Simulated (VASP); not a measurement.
A run of VASP 6.6.1:

Contents of POSCAR:

```
KCl
1.0
    0.0000000000      3.1291240680      3.1291240680
    3.1291240680      0.0000000000      3.1291240680
    3.1291240680      3.1291240680      0.0000000000
K Cl
1 1
Direct
    0.0000000000      0.0000000000      0.0000000000
    0.5000000000      0.5000000000      0.5000000000
```

INCAR.step1

```
SYSTEM = KCl
PREC     = Accurate       ! precision mode
ENCUT    = 500            ! plane-wave cutoff, eV
EDIFF    = 1E-8           ! SCF threshold, eV
ISMEAR   = 0              ! smearing method
SIGMA    = 0.01           ! smearing width, eV
LREAL    = .FALSE.        ! projectors in reciprocal space
LASPH    = .TRUE.         ! aspherical terms in the spheres
NELM     = 80             ! most SCF steps
ALGO     = Normal         ! electronic algorithm
LWAVE    = .TRUE.         ! write WAVECAR
LCHARG   = .FALSE.        ! write CHGCAR
GGA      = PE             ! functional
```

The input INCAR.step2:

```
SYSTEM = KCl
PREC     = Accurate       ! precision mode
ENCUT    = 500            ! plane-wave cutoff, eV
EDIFF    = 1E-8           ! SCF threshold, eV
ISMEAR   = 0              ! smearing method
SIGMA    = 0.01           ! smearing width, eV
LREAL    = .FALSE.        ! projectors in reciprocal space
LASPH    = .TRUE.         ! aspherical terms in the spheres
NELM     = 1              ! most SCF steps
ALGO     = Exact          ! electronic algorithm
LWAVE    = .TRUE.         ! write WAVECAR
LCHARG   = .FALSE.        ! write CHGCAR
GGA      = PE             ! functional
NBANDS   = 263            ! bands
LOPTICS  = .TRUE.         ! frequency-dependent dielectric function
ISTART   = 1
```

Contents of INCAR.step3:

```
SYSTEM = KCl
PREC     = Accurate       ! precision mode
ENCUT    = 500            ! plane-wave cutoff, eV
EDIFF    = 1E-8           ! SCF threshold, eV
ISMEAR   = 0              ! smearing method
SIGMA    = 0.01           ! smearing width, eV
LREAL    = .FALSE.        ! projectors in reciprocal space
LASPH    = .TRUE.         ! aspherical terms in the spheres
ALGO     = EVGW0          ! electronic algorithm
LWAVE    = .FALSE.        ! write WAVECAR
LCHARG   = .FALSE.        ! write CHGCAR
GGA      = PE             ! functional
NELMGW   = 1            
NBANDS   = 263            ! bands
ENCUTGW  = 150.0          ! cutoff of the response function
NOMEGA   = 96             ! frequency points
PRECFOCK = Fast         
ISTART   = 1            
NBANDSGW = 16           
OMEGAMAX = 20
```

KPOINTS

```
regular mesh
0
G
  4 4 4
  0 0 0
```

Potentials or basis: VASP PAW PBE potentials, release 64 (K_sv_GW, Cl_GW).

Command:

```console
$ cat potpaw_PBE.64/K_sv_GW/POTCAR potpaw_PBE.64/Cl_GW/POTCAR > POTCAR
$ cp INCAR.step1 INCAR
$ mpirun -np 1 vasp_std > vasp.out
$ cp INCAR.step2 INCAR
$ mpirun -np 1 vasp_std > vasp.out
$ cp INCAR.step3 INCAR
$ mpirun -np 1 vasp_std > vasp.out
```

Hardware: 1 thread of Intel(R) Xeon(R) Platinum 8488C (Sapphire Rapids), on a shared host.

**Question.** How long does it take, and how much memory?

**Answer.** Run time: 5.6 min on 1 thread of Intel(R) Xeon(R) Platinum 8488C (Sapphire Rapids) (shared host), peak memory 0.83 GiB. Counts: k points 8.
